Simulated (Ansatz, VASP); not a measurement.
# Two plane-wave programs on MgO

File INCAR:

```
SYSTEM = MgO
ALGO = Normal ; EDIFF = 1E-6
ENCUT = 600 ; GGA = PS
GGA_COMPAT = .False. ; ISIF = 2
ISMEAR = 0 ; LASPH = .True.
LCHARG = .False. ; LREAL = .False.
LWAVE = .False. ; NBANDS = 16
NELM = 120 ; PREC = Accurate
SIGMA = 0.05
```

File KPOINTS:

```
k-points
0
Gamma
  9 9 6
  0 0 0
```

POSCAR

```
MgO
1.0
    3.3077869865      0.0000000000      0.0000000000
   -1.6538934933      2.8646275606      0.0000000000
    0.0000000000      0.0000000000      4.9828816700
Mg O
2 2
Direct
    0.3333333333      0.6666666667      0.0021597400
    0.6666666667      0.3333333333      0.5021597400
    0.2321761177      0.5926144453      0.5228525113
    0.6666666667      0.3333333333      0.9024402600
```

Input for Ansatz:

```yaml
crystal:
  lattice:
    - [3.3077869865, 0.0, 0.0]
    - [-1.6538934933, 2.8646275606, 0.0]
    - [0.0, 0.0, 4.98288167]
  atoms:
    - { symbol: Mg, position: [0.3333333333, 0.6666666667, 0.00215974] }
    - { symbol: Mg, position: [0.6666666667, 0.3333333333, 0.50215974] }
    - { symbol: O, position: [0.2321761177, 0.5926144453, 0.5228525113] }
    - { symbol: O, position: [0.6666666667, 0.3333333333, 0.90244026] }
basis:
  ecutwfc: 420
kpoints:
  mp_grid: { grid: [9, 9, 6] }
hamiltonian:
  xc: pbesol
scf:
  occupations: { method: gaussian, width: 0.05 }
output:
  forces: true
  stress: true
  eigenvalues: true
```

Alike in both runs: task single point; functional PBEsol; k mesh 9 × 9 × 6; occupations gaussian, width 0.05 eV; no spin polarisation.

```csv
,VASP,Ansatz
version,VASP 6.6.1,Ansatz 0.2.0
potentials or method,"VASP PAW PBE potentials, release 64 (Mg, O), cutoff 600 eV","scalar-relativistic, plane waves, PAW"
valence electrons in the cell,16,32
```

```csv
,VASP,Ansatz,Ansatz less VASP
gap on the k mesh at the Fermi level (eV),2.20,2.22,+0.016
least direct gap on the mesh (eV),2.25,2.26,+0.018
pressure (GPa),11.4,11.2,-0.17
"traceless stress, the component that is largest in VASP (GPa)",21.93,21.15,-0.773
rms of the force components (eV/Å),3.513,3.398,-0.1154
```

VASP's potentials were made for PBE, not for PBEsol. Atom by atom the forces differ by 0.120 eV/Å (rms over components). VASP's potentials hold 16 valence electrons a cell and Ansatz's 32, so a difference there can come from the potentials and not from the codes.
